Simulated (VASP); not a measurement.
# Ge: single point with PBE

Crystal: Ge.

```
Ge
1.0
     2.89680   -4.06848    0.00000
     2.89680    4.06848    0.00000
     0.00000    0.00000    7.87333
Ge
8
Direct
  0.27632 0.72368 0.49230
  0.72368 0.27632 0.99230
  0.27632 0.72368 0.00770
  0.72368 0.27632 0.50770
  0.59738 0.40262 0.25000
  0.40262 0.59738 0.75000
  0.98393 0.01607 0.25000
  0.01607 0.98393 0.75000
```

The cell was generated, and may not be a known phase.

```yaml
Program: VASP 6.6.1
Task: single point
Functional: PBE
Potentials_or_basis: VASP PAW PBE potentials, release 64 (Ge_d)
Cutoff: 520 eV
k_mesh: 4 × 4 × 2
Occupations: gaussian, width 0.1 eV
Spin: no spin polarisation
```

```yaml
Pressure: 0.2 GPa
Largest_force: 2.365 eV/Å
Band_gap_on_the_k_mesh: zero (bands 56 and 57 overlap by 1.23 eV)
```

Forces on the atoms (eV/Å):
```
Ge   0.000  1.254 -1.999
Ge   0.000 -1.254 -1.999
Ge   0.000  1.254  1.999
Ge   0.000 -1.254  1.999
Ge   0.000  2.365  0.000
Ge   0.000 -2.365  0.000
Ge   0.000 -0.182  0.000
Ge   0.000  0.182  0.000
```

Stress tensor (GPa, compression positive):
```
-8.68  0.00  0.00
 0.00 -2.08  0.00
 0.00  0.00 11.21
```

Levels at points of the mesh, in eV from the Fermi level:
```csv
k point,band 54,band 55,band 56,band 57,band 58,band 59
"(0.00, 0.00, 0.00)",-1.88,-1.23,-0.95,0.13,0.34,0.82
"(0.50, 0.00, 0.00)",-0.42,-0.21,-0.11,0.60,0.82,1.68
"(0.50, 0.50, 0.00)",-0.55,-0.12,0.31,1.27,1.30,1.42
"(0.00, 0.00, 0.50)",-1.47,-1.24,-1.24,-0.55,-0.55,0.54
"(0.50, 0.00, 0.50)",-0.31,0.10,0.10,0.64,0.64,1.61
"(0.50, 0.50, 0.50)",-2.30,-0.11,-0.11,1.17,1.17,1.54
```

Wall time 97 s on 1 thread of Intel(R) Xeon(R) 6975P-C (Granite Rapids), with other jobs on the host, peak memory 0.35 GiB.

Caveat: the k points lie up to 0.40 Å⁻¹ apart, too coarse for converged energies and pressures of a metal; forces of over 1 eV/Å act on the atoms, so gaps and moduli don't describe the material at rest.
